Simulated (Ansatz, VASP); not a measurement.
**Two plane-wave programs on WS2**

Contents of INCAR:

```
SYSTEM = WS2
  PREC = Accurate
  ENCUT = 520
  EDIFF = 1E-7
  ISMEAR = 0
  SIGMA = 0.02
  LREAL = .False.
  LASPH = .True.
  NELM = 60
  ALGO = Normal
  ISIF = 2
  LWAVE = .False.
  LCHARG = .False.
  GGA = PE
  IVDW = 12
  NBANDS = 35
```

File KPOINTS:

```
regular mesh
0
Gamma
  12 12 4
  0 0 0
```

The input POSCAR:

```
WS2
1.0
    3.2487750803      0.0000000000      0.0000000000
   -1.6243875402      2.8135217507      0.0000000000
    0.0000000000      0.0000000000     12.0272328539
W S
2 4
Direct
    0.3333333333      0.6666666667      0.7500000000
    0.6666666667      0.3333333333      0.2500000000
    0.3333333333      0.6666666667      0.1217891445
    0.6666666667      0.3333333333      0.6217891445
    0.3333333333      0.6666666667      0.3782108555
    0.6666666667      0.3333333333      0.8782108555
```

Input for Ansatz:

```yaml
crystal:
  lattice:
    - [3.2487750803, 0.0, 0.0]
    - [-1.6243875402, 2.8135217507, 0.0]
    - [0.0, 0.0, 12.0272328539]
  atoms:
    - { symbol: W, position: [0.3333333333, 0.6666666667, 0.75] }
    - { symbol: W, position: [0.6666666667, 0.3333333333, 0.25] }
    - { symbol: S, position: [0.3333333333, 0.6666666667, 0.1217891445] }
    - { symbol: S, position: [0.6666666667, 0.3333333333, 0.6217891445] }
    - { symbol: S, position: [0.3333333333, 0.6666666667, 0.3782108555] }
    - { symbol: S, position: [0.6666666667, 0.3333333333, 0.8782108555] }
basis:
  ecutwfc: 420
kpoints:
  mp_grid: { grid: [12, 12, 4] }
  band_path: { path: [VBM, CBM], npoints: 2 }
hamiltonian:
  xc: pbe
  dispersion: d3bj
scf:
  occupations: { method: gaussian, width: 0.02 }
output:
  forces: true
  stress: true
  eigenvalues: true
checkpoint:
  read: start.run
  write: ck
  compress: false
  write_wavefunctions: false
  write_every: 100000
```

Alike in both runs: task single point; functional PBE; dispersion D3(BJ); k mesh 12 × 12 × 4; occupations gaussian, width 0.02 eV; no spin polarisation.

```csv
,VASP,Ansatz
version,VASP 6.6.1,Ansatz 0.2.0
potentials or method,"VASP PAW PBE potentials, release 64 (W_sv, S), cutoff 520 eV","scalar-relativistic, plane waves, PAW"
valence electrons in the cell,52,52
```

```tsv
	VASP	Ansatz	Ansatz less VASP
gap on the k mesh at the Fermi level (eV)	0.67	0.65	-0.021
least direct gap on the mesh (eV)	1.47	1.47	-0.002
pressure (GPa)	-5.5	-5.4	+0.04
traceless stress, the component that is largest in VASP (GPa)	5.43	5.42	-0.004
```

Spin-orbit coupling is off throughout.
